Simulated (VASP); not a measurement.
# Ge in VASP: single point with PBE

Aim: the single point of Ge with PBE.

All numbers are computed with VASP 6.6.1; they aren't measurements. Logs are shortened: lines on timing, memory, paths and dates and some standing lists are left out, and cuts for length are marked.

### 1 The cell of the first run

The typed cell holds 4 atoms: a = 4.076 Å, b = 4.076 Å, c = 5.754 Å, α = 90.00°, β = 90.00°, γ = 90.00°.

### 2 Single point, PBE

Input file INCAR:

```
SYSTEM = Ge
  PREC = Accurate
  ENCUT = 520
  EDIFF = 1E-6
  ISMEAR = 0
  SIGMA = 0.15
  LREAL = .False.
  LASPH = .True.
  NELM = 100
  ALGO = Fast
  ISIF = 2
  LWAVE = .False.
  LCHARG = .False.
  GGA = PE
  NBANDS = 36
```

Input file KPOINTS:

```
Automatic mesh
0
Gamma
  8 8 6
  0 0 0
```

Input file POSCAR:

```
Ge
1.0
    0.0001175507     -2.8823948722     -2.8822967702
   -0.0001184362      2.8820088710     -2.8819107690
    5.7544744457     -0.0002359869      0.0000008855
Ge
4
Direct
    0.4999777648      0.4999638066      0.0000129052
    0.0000252162      0.0000400639      0.5000090392
   -0.0000291344      0.5000331972      0.2499883756
    0.5000261534     -0.0000370678      0.7499896800
```

Potentials or basis: VASP PAW PBE potentials, release 64 (Ge_d).

Launch:

```sh
cat potpaw_PBE.64/Ge_d/POTCAR > POTCAR
mpirun -np 1 vasp_std > vasp.out
```

OUTCAR:

```text
SYSTEM = Ge
   PREC = Accurate
   ENCUT = 520
   EDIFF = 1E-6
   ISMEAR = 0
   LREAL = .False.
   LASPH = .True.
   NELM = 100
   ISIF = 2
   GGA = PE

 ion  position               nearest neighbor table
   1  0.500  0.500  0.000-   4 2.49   3 2.49   4 2.49   3 2.49
   2  0.000  0.000  0.500-   3 2.49   4 2.49   3 2.49   4 2.49
   3  1.000  0.500  0.250-   2 2.49   1 2.49   2 2.49   1 2.49
   4  0.500  1.000  0.750-   1 2.49   2 2.49   1 2.49   2 2.49

  LATTYP: Found a triclinic cell.
 ALAT       =     5.7642075521
 B/A-ratio  =     0.7071661659
 C/A-ratio  =     1.2233125953
 COS(alpha) =     0.0000274356
 COS(beta)  =     0.4086712843
 COS(gamma) =     0.7071420982

  Lattice vectors:

 A1 = (   0.0000008855,   0.0003860012,   5.7642075392)
 A2 = (  -0.0001175507,   2.8823948722,   2.8822967702)
 A3 = (  -5.7543560095,  -2.8817728841,   2.8819098835)

Analysis of symmetry for initial positions (statically):
=====================================================================
 Subroutine PRICEL returns:
 Original cell was already a primitive cell.

 Routine SETGRP: Setting up the symmetry group for a
 triclinic supercell.

 Subroutine GETGRP returns: Found  1 space group operations
 (whereof  1 operations were pure point group operations)
 out of a pool of  2 trial point group operations.

The static configuration has the point symmetry C_1 .

Analysis of symmetry for dynamics (positions and initial velocities):
=====================================================================
 Subroutine PRICEL returns:
 Original cell was already a primitive cell.

 Routine SETGRP: Setting up the symmetry group for a
 triclinic supercell.

 Subroutine GETGRP returns: Found  1 space group operations
 (whereof  1 operations were pure point group operations)
 out of a pool of  2 trial point group operations.

The dynamic configuration has the point symmetry C_1 .

 Subroutine INISYM returns: Found  1 space group operations
 (whereof  1 operations are pure point group operations),
 and found     1 'primitive' translations

----------------------------------------------------------------------------------------

                                     Primitive cell

  volume of cell :      95.6026

  direct lattice vectors                    reciprocal lattice vectors
     0.000117551 -2.882394872 -2.882296770    -0.000007087 -0.173466864 -0.173472769
    -0.000118436  2.882008871 -2.881910769     0.000007141  0.173490098 -0.173496003
     5.754474446 -0.000235987  0.000000886     0.173777816  0.000007114 -0.000000027

  length of vectors
     4.076252554  4.075706666  5.754474451     0.245323367  0.245356225  0.173777816

  position of ions in fractional coordinates (direct lattice)
     0.499977765  0.499963807  0.000012905
     0.000025216  0.000040064  0.500009039
     0.999970866  0.500033197  0.249988376
     0.500026153  0.999962932  0.749989680

  ion indices of the primitive-cell ions
   primitive index   ion index
                 1           1
                 2           2
                 3           3
                 4           4

----------------------------------------------------------------------------------------

 KPOINTS: Automatic mesh

Automatic generation of k-mesh.
 Grid dimensions read from file:
 generate k-points for:    8    8    6

 Generating k-lattice:

  Cartesian coordinates                     Fractional coordinates (reciprocal lattice)
    -0.000000886 -0.021683358 -0.021684096     0.125000000  0.000000000 -0.000000000
     0.000000893  0.021686262 -0.021687000     0.000000000  0.125000000 -0.000000000
     0.028962969  0.000001186 -0.000000005    -0.000000000  0.000000000  0.166666667

  Length of vectors
     0.030665421  0.030669528  0.028962969

  Shift w.r.t. Gamma in fractional coordinates (k-lattice)
     0.000000000  0.000000000  0.000000000

 -----------------------------------------------------------------------------
|                                                                             |
|           W    W    AA    RRRRR   N    N  II  N    N   GGGG   !!!           |
|           W    W   A  A   R    R  NN   N  II  NN   N  G    G  !!!           |
|           W    W  A    A  R    R  N N  N  II  N N  N  G       !!!           |
|           W WW W  AAAAAA  RRRRR   N  N N  II  N  N N  G  GGG   !            |
|           WW  WW  A    A  R   R   N   NN  II  N   NN  G    G                |
|           W    W  A    A  R    R  N    N  II  N    N   GGGG   !!!           |
|                                                                             |
|     Your reciprocal lattice and k-lattice belong to different lattice       |
|     classes:                                                                |
|                                                                             |
|        The reciprocal lattice is triclinic,                                 |
|        whereas your k-lattice is simple monoclinic.                         |
|                                                                             |
|     Results are often still useful ...                                      |
|                                                                             |
 -----------------------------------------------------------------------------

 Subroutine IBZKPT returns following result:
 ===========================================

 Found    196 irreducible k-points:

 Following reciprocal coordinates:
            Coordinates               Weight
  0.000000  0.000000  0.000000      1.000000
  0.125000  0.000000  0.000000      2.000000
  0.250000  0.000000  0.000000      2.000000
  0.375000  0.000000  0.000000      2.000000
  0.500000  0.000000  0.000000      1.000000
  0.000000  0.125000  0.000000      2.000000
[... 16 lines left out ...]
  0.125000  0.375000 -0.000000      2.000000
  0.250000  0.375000 -0.000000      2.000000
 [... further k-points ...]
   k-points           NKPTS =    196   k-points in BZ     NKDIM =    196   number of bands    NBANDS=     36
   number of dos      NEDOS =    301   number of ions     NIONS =      4
   total plane-waves  NPLWV =  43200
   dimension x,y,z NGX =    30 NGY =   30 NGZ =   48
   dimension x,y,z NGXF=    60 NGYF=   60 NGZF=   96
   ions per type =               4
   NGX,Y,Z   is equivalent  to a cutoff of  12.24, 12.24, 13.87 a.u.
   NGXF,Y,Z  is equivalent  to a cutoff of  24.47, 24.47, 27.73 a.u.
 SYSTEM =  Ge
   PREC   = accura    normal or accurate (medium, high low for compatibility)
   ISTART =      0    job   : 0-new  1-cont  2-samecut
   ICHARG =      2    charge: 1-file 2-atom 10-const
   ISPIN  =      1    spin polarized calculation?
   LNONCOLLINEAR =      F non collinear calculations
   LSORBIT =      F    spin-orbit coupling
   LASPH  =      T    aspherical Exc in radial PAW
   ENCUT  =  520.0 eV  38.22 Ry    6.18 a.u.   7.58  7.58 10.70*2*pi/ulx,y,z
   NELM   =    100;   NELMIN=  2; NELMDL= -5     # of ELM steps
   EDIFF  = 0.1E-05   stopping-criterion for ELM
   LREAL  =      F    real-space projection
[... 7 lines left out ...]
   TEBEG  =    0.0;   TEEND  =   0.0 temperature during run
   PSTRESS=    0.0 pullay stress
   NELECT =      56.0000    total number of electrons
   NUPDOWN=      -1.0000    fix difference up-down
   EMIN   =  10.00;   EMAX   =-10.00  energy-range for DOS
   EFERMI =   0.00;   METHOD = LEGACY
   ISMEAR =     0;   SIGMA  =   0.15  broadening in eV -4-tet -1-fermi 0-gaus
   EFERMI_NEDOS =   21; number of points for ismear=-14 and -15
   IALGO  =     68    algorithm
   IMIX   =      4    mixing-type and parameters
     AMIX     =   0.40;   BMIX     =  1.00
     AMIX_MAG =   1.60;   BMIX_MAG =  1.00
  volume/ion in A,a.u.               =      23.90       161.29
  Fermi-wavevector in a.u.,A,eV,Ry     =   1.369770  2.588490 25.528197  1.876270
  Thomas-Fermi vector in A             =   2.495616
   LORBIT       =      0    0 simple, 1 ext, 2 COOP (PROOUT), +10 PAW based schemes
   GGA     = PE    functional components
   LHFCALC =     F    Hartree Fock is set to
   AEXX    =    0.0000 exact exchange contribution
   IVDW    =     0    specifies the selected vdW correction
   LEPSILON=     F    determine dielectric tensor
   LRPA    =     F    only Hartree local field effects (RPA)
 non-spin polarized calculation
 RMM-DIIS sequential band-by-band and
 Gauss-broadening in eV      SIGMA  =   0.15
  energy-cutoff  :      520.00
  volume of cell :       95.60
 maximum number of plane-waves:      2608
   NGX = 15   NGY = 15   NGZ = 21

 number of electron      55.9999953 magnetization

 Free energy of the ion-electron system (eV)
  ---------------------------------------------------
  ext. energy  EPLUGINS =         0.00000000
  ---------------------------------------------------
  free energy    TOTEN  =       -18.06837207 eV

  energy without entropy =      -18.06611795  energy(sigma->0) =      -18.06724501

 E-fermi :   4.4672     XC(G=0):  -9.6702

 val. band max:        4.3875459105   @ k =   0.1250   0.0000   0.0000
 cond. band min:       4.4732155328   @ k =   0.0000   0.0000   0.0000
 fundamental gap:      0.0856696223
 Fermi energy:         4.4671902709

 k-point     1 :       0.0000    0.0000    0.0000
  band No.  band energies     occupation
      1     -20.2976      2.00000
      2     -20.2975      2.00000
      3     -20.2678      2.00000
      4     -20.2677      2.00000
      5     -20.2674      2.00000
      6     -20.2360      2.00000
[... 28 lines left out ...]
     35      10.7741      0.00000
     36      13.6490      0.00000

 k-point     2 :       0.1250    0.0000    0.0000
  band No.  band energies     occupation
      1     -20.3041      2.00000
      2     -20.2978      2.00000
      3     -20.2742      2.00000
      4     -20.2701      2.00000
      5     -20.2675      2.00000
      6     -20.2305      2.00000
[... 28 lines left out ...]
     35      11.4036      0.00000
     36      12.8316      0.00000
[... 817 lines left out ...]
     35       9.8386      0.00000
     36      10.9898      0.00000

 k-point    24 :       0.2500    0.3750   -0.0000
  band No.  band energies     occupation
      1     -20.3081      2.00000
      2     -20.3054      2.00000
      3     -20.2922      2.00000
      4     -20.2912      2.00000
      5     -20.2593      2.00000
      6     -20.2081      2.00000
[... 28 lines left out ...]
     35      11.1348      0.00000
     36      11.3344      0.00000

 [... further k-points ...]
[... 5 lines left out ...]
  --------------------------------------------------------------------------------------
  -------------------------------------------------------------------------------------
  Total       -0.0056742     -0.0034087     -0.0020194      0.0031655     -0.0037785      0.0000053
  in kB       -0.0950925     -0.0571259     -0.0338431      0.0530498     -0.0633235      0.0000886
  external PRESSURE =      -0.0620205 kB  Pullay stress =       0.0000000 kB

 VOLUME and BASIS-vectors are now :
 -----------------------------------------------------------------------------
  energy-cutoff  :      520.00
  volume of cell :       95.60
      direct lattice vectors                 reciprocal lattice vectors
     0.000117551 -2.882394872 -2.882296770    -0.000007087 -0.173466864 -0.173472769
    -0.000118436  2.882008871 -2.881910769     0.000007141  0.173490098 -0.173496003
     5.754474446 -0.000235987  0.000000886     0.173777816  0.000007114 -0.000000027

 POSITION                                       TOTAL-FORCE (eV/Angst)
 -----------------------------------------------------------------------------------
      0.00007     -0.00023     -2.88194        -0.000317      0.000183     -0.000641
      2.87729     -0.00008     -0.00019        -0.000023     -0.000232     -0.000190
      1.43861     -1.44127     -4.32326         0.000217     -0.000251      0.000293
      4.31574      1.44045     -4.32303         0.000124      0.000300      0.000538
 -----------------------------------------------------------------------------------
    total drift:                               -0.000010      0.000001     -0.000008

  FREE ENERGIE OF THE ION-ELECTRON SYSTEM (eV)
  ---------------------------------------------------
  free  energy   TOTEN  =       -18.0683720692 eV

  energy  without entropy=      -18.0661179464  energy(sigma->0) =      -18.06724501
```

It took 12 min on 1 thread of Oxide Virtual Turin-like, shared host; peak memory 0.51 GiB.

What came out:

| Property | Result |
| --- | --- |
| Free energy | -18.0684 eV |
| Pressure | 0.0 GPa |
| Band gap on the k mesh | 0.01 eV |

Caveat: the smearing spreads over this small gap.

The gap in the log of VASP goes by the Fermi energy; the results here count the filled bands.